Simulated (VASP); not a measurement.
# Al3BN2 (P6/mmm) in VASP: single point with PBE

Aim: the single point of Al3BN2 with PBE.

Program: VASP 6.6.1. These are calculated values, not measurements. Logs are shortened: lines on timing, memory, paths and dates and some standing lists are left out, and cuts for length are marked.

### Step 1. The cell of the first run

It takes space group P6/mmm (No. 191, hexagonal). The conventional cell has a = 4.786 Å, b = 4.786 Å, c = 6.189 Å, α = 90.00°, β = 90.00°, γ = 120.00°. Al (site symmetry -6m2) has 6 Al at 2.76 Å and 6 N at 3.28 Å within 3.6 Å. Al (site symmetry 6/mmm) has 2 N at 1.77 Å within 2.3 Å. B (site symmetry 6/mmm) has 2 N at 1.33 Å within 1.8 Å. Within 1.8 Å of N (site symmetry 6mm) lie 1 B at 1.33 Å and 1 Al at 1.77 Å.

The cell was generated, and may not be a known phase.

### Step 2. Single point, PBE

INCAR

```
SYSTEM = Al3BN2
PREC = Accurate ; ENCUT = 600
EDIFF = 1E-6 ; ISMEAR = 0
SIGMA = 0.15 ; LREAL = .False.
LASPH = .True. ; NELM = 120
ALGO = Normal ; ISIF = 2
LWAVE = .False. ; LCHARG = .True.
GGA = PE ; LELF = .True.
LVHAR = .True. ; NBANDS = 20
GGA_COMPAT = .False.
```

KPOINTS

```
Automatic mesh
0
Gamma
  4 4 2
  0 0 0
```

POSCAR

```
Al3BN2
1.0
    4.7862873200      0.0000000037      0.0000000000
   -2.3931436633      4.1450464071      0.0000000000
    0.0000000000      0.0000000000      6.1885248689
Al B N
3 1 2
Direct
    0.3333333333      0.6666666667      0.0000000000
    0.6666666667      0.3333333333      0.0000000000
    0.0000000000      0.0000000000      0.0000000000
    0.0000000000      0.0000000000      0.5000000000
    0.0000000000      0.0000000000      0.2857997247
    0.0000000000      0.0000000000      0.7142002753
```

Potentials or basis: VASP PAW PBE potentials, release 64 (Al, B, N).

Run with:

```console
cat potpaw_PBE.64/Al/POTCAR potpaw_PBE.64/B/POTCAR potpaw_PBE.64/N/POTCAR > POTCAR
mpirun -np 1 vasp_std > vasp.out
```

OUTCAR:

```text
SYSTEM = Al3BN2
   PREC = Accurate
   ENCUT = 600
   EDIFF = 1E-6
   ISMEAR = 0
   LREAL = .False.
   LASPH = .True.
   NELM = 120
   ISIF = 2
   GGA = PE

 ion  position               nearest neighbor table
   1  0.333  0.667  0.000-   2 2.76   2 2.76   3 2.76   3 2.76   3 2.76   2 2.76
   2  0.667  0.333  0.000-   1 2.76   1 2.76   3 2.76   3 2.76   3 2.76   1 2.76
   3  0.000  0.000  0.000-   5 1.77   6 1.77   1 2.76   2 2.76   2 2.76   1 2.76   2 2.76   1 2.76

   4  0.000  0.000  0.500-   5 1.33   6 1.33
   5  0.000  0.000  0.286-   4 1.33   3 1.77
   6  0.000  0.000  0.714-   4 1.33   3 1.77

  LATTYP: Found a hexagonal cell.
 ALAT       =     4.7862873200
 C/A-ratio  =     1.2929697812

  Lattice vectors:

 A1 = (   4.7862873200,   0.0000000037,   0.0000000000)
 A2 = (  -2.3931436633,   4.1450464071,   0.0000000000)
 A3 = (   0.0000000000,   0.0000000000,   6.1885248689)

Analysis of symmetry for initial positions (statically):
=====================================================================
 Subroutine PRICEL returns:
 Original cell was already a primitive cell.

 Routine SETGRP: Setting up the symmetry group for a
 hexagonal supercell.

 Subroutine GETGRP returns: Found 24 space group operations
 (whereof 24 operations were pure point group operations)
 out of a pool of 24 trial point group operations.

The static configuration has the point symmetry D_6h.

Analysis of symmetry for dynamics (positions and initial velocities):
=====================================================================
 Subroutine PRICEL returns:
 Original cell was already a primitive cell.

 Routine SETGRP: Setting up the symmetry group for a
 hexagonal supercell.

 Subroutine GETGRP returns: Found 24 space group operations
 (whereof 24 operations were pure point group operations)
 out of a pool of 24 trial point group operations.

The dynamic configuration has the point symmetry D_6h.

 Subroutine INISYM returns: Found 24 space group operations
 (whereof 24 operations are pure point group operations),
 and found     1 'primitive' translations

----------------------------------------------------------------------------------------

                                     Primitive cell

  volume of cell :     122.7765

  direct lattice vectors                    reciprocal lattice vectors
     4.786287320  0.000000004  0.000000000     0.208930207  0.120625911  0.000000000
    -2.393143663  4.145046407  0.000000000    -0.000000000  0.241251822  0.000000000
     0.000000000  0.000000000  6.188524869     0.000000000  0.000000000  0.161589397

  length of vectors
     4.786287320  4.786287320  6.188524869     0.241251822  0.241251822  0.161589397

  position of ions in fractional coordinates (direct lattice)
     0.333333333  0.666666667  0.000000000
     0.666666667  0.333333333  0.000000000
     0.000000000  0.000000000  0.000000000
     0.000000000  0.000000000  0.500000000
     0.000000000  0.000000000  0.285799725
     0.000000000  0.000000000  0.714200275

  ion indices of the primitive-cell ions
   primitive index   ion index
                 1           1
                 2           2
                 3           3
                 4           4
                 5           5
                 6           6

----------------------------------------------------------------------------------------

 KPOINTS: Automatic mesh

Automatic generation of k-mesh.
 Grid dimensions read from file:
 generate k-points for:    4    4    2

 Generating k-lattice:

  Cartesian coordinates                     Fractional coordinates (reciprocal lattice)
     0.052232552  0.030156478  0.000000000     0.250000000  0.000000000  0.000000000
    -0.000000000  0.060312956  0.000000000     0.000000000  0.250000000  0.000000000
     0.000000000  0.000000000  0.080794698     0.000000000  0.000000000  0.500000000

  Length of vectors
     0.060312956  0.060312956  0.080794698

  Shift w.r.t. Gamma in fractional coordinates (k-lattice)
     0.000000000  0.000000000  0.000000000

 Subroutine IBZKPT returns following result:
 ===========================================

 Found      8 irreducible k-points:

 Following reciprocal coordinates:
            Coordinates               Weight
  0.000000  0.000000  0.000000      1.000000
  0.250000  0.000000  0.000000      6.000000
  0.500000  0.000000  0.000000      3.000000
  0.250000  0.250000  0.000000      6.000000
  0.000000  0.000000  0.500000      1.000000
  0.250000  0.000000  0.500000      6.000000
  0.500000  0.000000  0.500000      3.000000
  0.250000  0.250000  0.500000      6.000000
   k-points           NKPTS =      8   k-points in BZ     NKDIM =      8   number of bands    NBANDS=     20
   number of dos      NEDOS =    301   number of ions     NIONS =      6
   total plane-waves  NPLWV =  80000
   dimension x,y,z NGX =    40 NGY =   40 NGZ =   50
   dimension x,y,z NGXF=    80 NGYF=   80 NGZF=  100
   ions per type =               3   1   2
   NGX,Y,Z   is equivalent  to a cutoff of  13.89, 13.89, 13.43 a.u.
   NGXF,Y,Z  is equivalent  to a cutoff of  27.79, 27.79, 26.86 a.u.
 SYSTEM =  Al3BN2
   PREC   = accura    normal or accurate (medium, high low for compatibility)
   ISTART =      0    job   : 0-new  1-cont  2-samecut
   ICHARG =      2    charge: 1-file 2-atom 10-const
   ISPIN  =      1    spin polarized calculation?
   LNONCOLLINEAR =      F non collinear calculations
   LSORBIT =      F    spin-orbit coupling
   LASPH  =      T    aspherical Exc in radial PAW
   ENCUT  =  600.0 eV  44.10 Ry    6.64 a.u.   9.56  9.56 12.36*2*pi/ulx,y,z
   NELM   =    120;   NELMIN=  2; NELMDL= -5     # of ELM steps
   EDIFF  = 0.1E-05   stopping-criterion for ELM
   LREAL  =      F    real-space projection
   EDIFFG = 0.1E-04   stopping-criterion for IOM
   NSW    =      0    number of steps for IOM
   IBRION =     -1    ionic relax: 0-MD 1-quasi-New 2-CG
   NFREE  =      0    steps in history (QN), initial steepest desc. (CG)
   ISIF   =      2    stress and relaxation
   ISYM   =      2    0-nonsym 1-usesym 2-fastsym
   POTIM  = 0.5000    time-step for ionic-motion
   TEBEG  =    0.0;   TEEND  =   0.0 temperature during run
   PSTRESS=    0.0 pullay stress
   NELECT =      22.0000    total number of electrons
   NUPDOWN=      -1.0000    fix difference up-down
   EMIN   =  10.00;   EMAX   =-10.00  energy-range for DOS
   EFERMI =   0.00;   METHOD = LEGACY
   ISMEAR =     0;   SIGMA  =   0.15  broadening in eV -4-tet -1-fermi 0-gaus
   EFERMI_NEDOS =   21; number of points for ismear=-14 and -15
   IALGO  =     38    algorithm
   IMIX   =      4    mixing-type and parameters
     AMIX     =   0.40;   BMIX     =  1.00
     AMIX_MAG =   1.60;   BMIX_MAG =  1.00
  volume/ion in A,a.u.               =      20.46       138.09
  Fermi-wavevector in a.u.,A,eV,Ry     =   0.922948  1.744119 11.589895  0.851833
  Thomas-Fermi vector in A             =   2.048531
   LORBIT       =      0    0 simple, 1 ext, 2 COOP (PROOUT), +10 PAW based schemes
   GGA     = PE    functional components
   LHFCALC =     F    Hartree Fock is set to
   AEXX    =    0.0000 exact exchange contribution
   IVDW    =     0    specifies the selected vdW correction
   LEPSILON=     F    determine dielectric tensor
   LRPA    =     F    only Hartree local field effects (RPA)
 non-spin polarized calculation
 Gauss-broadening in eV      SIGMA  =   0.15
  energy-cutoff  :      600.00
  volume of cell :      122.78
 maximum number of plane-waves:      4176
 NGX is ok and might be reduce to    40
   NGX = 19   NGY = 19   NGZ = 25

 number of electron      21.9999998 magnetization

 Free energy of the ion-electron system (eV)
  ---------------------------------------------------
  ext. energy  EPLUGINS =         0.00000000
  ---------------------------------------------------
  free energy    TOTEN  =       -33.55550347 eV

  energy without entropy =      -33.53460895  energy(sigma->0) =      -33.54505621

 E-fermi :   2.5303     XC(G=0):  -7.7352

 val. band max:        2.2764236337   @ k =   0.2500   0.0000   0.5000
 cond. band min:       2.5753747426   @ k =   0.5000   0.0000   0.5000
 fundamental gap:      0.2989511089
 Fermi energy:         2.5303021518

 k-point     1 :       0.0000    0.0000    0.0000
  band No.  band energies     occupation
      1     -13.0221      2.00000
      2     -12.3866      2.00000
      3      -6.6160      2.00000
      4      -3.3877      2.00000
      5      -2.9700      2.00000
      6      -1.5183      2.00000
[... 12 lines left out ...]
     19       9.3906      0.00000
     20       9.3906      0.00000

 k-point     2 :       0.2500    0.0000    0.0000
  band No.  band energies     occupation
      1     -12.9951      2.00000
      2     -12.3766      2.00000
      3      -6.2862      2.00000
      4      -3.6233      2.00000
      5      -3.3480      2.00000
      6      -1.7709      2.00000
[... 12 lines left out ...]
     19       9.6142      0.00000
     20       9.6299      0.00000

 k-point     3 :       0.5000    0.0000    0.0000
  band No.  band energies     occupation
      1     -12.9678      2.00000
      2     -12.3665      2.00000
      3      -5.7031      2.00000
      4      -4.4676      2.00000
      5      -3.3048      2.00000
      6      -1.9857      2.00000
[... 12 lines left out ...]
     19       9.6276      0.00000
     20       9.7121      0.00000

 k-point     4 :       0.2500    0.2500    0.0000
  band No.  band energies     occupation
      1     -12.9680      2.00000
      2     -12.3665      2.00000
      3      -5.7647      2.00000
      4      -4.0717      2.00000
      5      -3.3055      2.00000
      6      -3.0805      2.00000
[... 12 lines left out ...]
     19       8.9464      0.00000
     20       9.1540      0.00000

 k-point     5 :       0.0000    0.0000    0.5000
  band No.  band energies     occupation
      1     -12.8275      2.00000
      2     -12.6270      2.00000
      3      -6.3330      2.00000
      4      -4.0875      2.00000
      5      -2.4491      2.00000
      6      -1.0386      2.00000
[... 12 lines left out ...]
     19       8.2350      0.00000
     20       8.2350      0.00000

 k-point     6 :       0.2500    0.0000    0.5000
  band No.  band energies     occupation
      1     -12.8130      2.00000
      2     -12.6008      2.00000
      3      -5.9731      2.00000
      4      -4.0552      2.00000
      5      -3.2037      2.00000
      6      -1.3849      2.00000
[... 12 lines left out ...]
     19       7.8990      0.00000
     20       9.4150      0.00000

 k-point     7 :       0.5000    0.0000    0.5000
  band No.  band energies     occupation
      1     -12.7983      2.00000
      2     -12.5745      2.00000
      3      -5.2211      2.00000
      4      -4.3396      2.00000
      5      -4.0217      2.00000
      6      -1.6565      2.00000
[... 12 lines left out ...]
     19       8.1158      0.00000
     20       9.4932      0.00000

 k-point     8 :       0.2500    0.2500    0.5000
  band No.  band energies     occupation
      1     -12.7984      2.00000
      2     -12.5746      2.00000
      3      -5.3349      2.00000
      4      -4.0220      2.00000
      5      -3.8199      2.00000
      6      -2.8573      2.00000
[... 12 lines left out ...]
     19       8.5603      0.00000
     20       9.5052      0.00000

------------------------ aborting loop because EDIFF is reached ----------------------------------------

  FORCE on cell =-STRESS in cart. coord.  units (eV):
  Direction    XX          YY          ZZ          XY          YZ          ZX
  --------------------------------------------------------------------------------------
  -------------------------------------------------------------------------------------
  Total       -0.1320079     -0.1320079     -0.0517630      0.0000000      0.0000000     -0.0000000
  in kB       -1.7226423     -1.7226423     -0.6754833      0.0000000      0.0000000     -0.0000000
  external PRESSURE =      -1.3735893 kB  Pullay stress =       0.0000000 kB

 VOLUME and BASIS-vectors are now :
 -----------------------------------------------------------------------------
  energy-cutoff  :      600.00
  volume of cell :      122.78
      direct lattice vectors                 reciprocal lattice vectors
     4.786287320  0.000000004  0.000000000     0.208930207  0.120625911  0.000000000
    -2.393143663  4.145046407  0.000000000    -0.000000000  0.241251822  0.000000000
     0.000000000  0.000000000  6.188524869     0.000000000  0.000000000  0.161589397

 POSITION                                       TOTAL-FORCE (eV/Angst)
 -----------------------------------------------------------------------------------
     -0.00000      2.76336      0.00000        -0.000000     -0.000000      0.000000
      2.39314      1.38168      0.00000         0.000000      0.000000      0.000000
      0.00000      0.00000      0.00000        -0.000000      0.000000      0.000000
      0.00000      0.00000      3.09426        -0.000000      0.000000      0.000000
      0.00000      0.00000      1.76868        -0.000000     -0.000000     -0.004570
      0.00000      0.00000      4.41985         0.000000      0.000000      0.004570
 -----------------------------------------------------------------------------------
    total drift:                               -0.000000      0.000000      0.000000

  FREE ENERGIE OF THE ION-ELECTRON SYSTEM (eV)
  ---------------------------------------------------
  free  energy   TOTEN  =       -33.5555034740 eV

  energy  without entropy=      -33.5346089522  energy(sigma->0) =      -33.54505621
```

Wall time 28 s (1 thread of Intel Xeon Platinum 8259CL at 2.50GHz (Skylake/Cascade Lake), shared host); peak memory 0.26 GiB.

Results:

| Property | Result |
| --- | --- |
| Free energy | -33.5555 eV |
| Pressure | -0.1 GPa |
| Largest force | 0.005 eV/Å |
| Band gap on the k mesh | zero (bands 11 and 12 overlap by 0.52 eV) |

Forces in eV/Å, atoms in the order of the input:
```
Al   0.000  0.000  0.000
Al   0.000  0.000  0.000
Al   0.000  0.000  0.000
B    0.000  0.000  0.000
N    0.000  0.000 -0.005
N    0.000  0.000  0.005
```

Levels at points of the mesh, in eV from the Fermi level:
```tsv
k point	band 7	band 8	band 9	band 10	band 11	band 12	band 13	band 14	band 15	band 16
(0.00, 0.00, 0.00)	-4.05	-1.75	-1.75	-0.92	-0.92	0.12	0.19	0.19	0.64	2.94
(0.50, 0.00, 0.00)	-4.24	-3.01	-2.58	-1.87	-1.50	0.13	2.18	2.29	3.90	4.64
(0.00, 0.00, 0.50)	-3.57	-2.94	-2.94	-0.91	-0.91	-0.47	0.67	1.66	1.66	3.91
(0.50, 0.00, 0.50)	-4.02	-3.84	-3.68	-0.90	0.05	0.34	1.45	1.69	4.99	5.03
```

Caveat: the k points lie up to 0.51 Å⁻¹ apart, too coarse for converged energies and pressures of a metal; semilocal functionals underestimate gaps, and a narrow one can read as zero.

The gap in the log of VASP goes by the Fermi energy; the results here count the filled bands.